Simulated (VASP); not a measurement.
**Zn: single point with PBEsol**

Crystal: Zn.

```
Zn
1.0
     2.53502    0.00000    0.00000
    -1.26751    2.19539    0.00000
     0.00000    0.00000    9.39297
Zn
4
Direct
  0.00000 0.00000 0.00000
  0.00000 0.00000 0.50000
  0.33333 0.66667 0.25000
  0.66667 0.33333 0.75000
```

This cell differs from its parent crystal: volume scaled by 0.92.

```json
{
 "Program": "VASP 6.6.1",
 "Task": "single point",
 "Functional": "PBEsol",
 "Potentials or basis": "VASP PAW PBE potentials, release 64 (Zn)",
 "Cutoff": "520 eV",
 "k mesh": "16 × 16 × 4",
 "Occupations": "fermi-dirac, width 0.1 eV",
 "Spin": "no spin polarisation",
 "Dipole correction": "no",
 "Further INCAR settings": "ALGO = Normal; EDIFF = 1e-07; NBANDS = 32"
}
```

| Property | Result |
| --- | --- |
| Pressure | 10.1 GPa |
| Band gap on the k mesh | zero (band 24 reaches 5.57 eV, above the bottom of band 25 at 1.23 eV) |

Stress tensor (GPa, compression positive):
```
11.52  0.00  0.00
 0.00 11.52  0.00
 0.00  0.00  7.13
```

Levels at points of the mesh, in eV from the Fermi level:
| k point | band 22 | band 23 | band 24 | band 25 | band 26 | band 27 |
| --- | --- | --- | --- | --- | --- | --- |
| (0.00, 0.00, 0.00) | -7.32 | -7.32 | -4.47 | -2.88 | 5.12 | 5.12 |
| (0.50, 0.00, 0.00) | -2.70 | -2.37 | -1.90 | 0.23 | 0.33 | 3.53 |
| (0.00, 0.00, 0.50) | -7.36 | -6.77 | -6.77 | 0.39 | 0.39 | 10.53 |
| (0.50, 0.00, 0.50) | -3.10 | -2.14 | -2.14 | 0.88 | 0.88 | 2.29 |

Wall time 110 s on 1 thread of Intel Xeon 6975P-C (shared host), peak memory 0.24 GiB.

Caveat: the PAW data sets were made with another functional, which shifts forces and pressure a little.
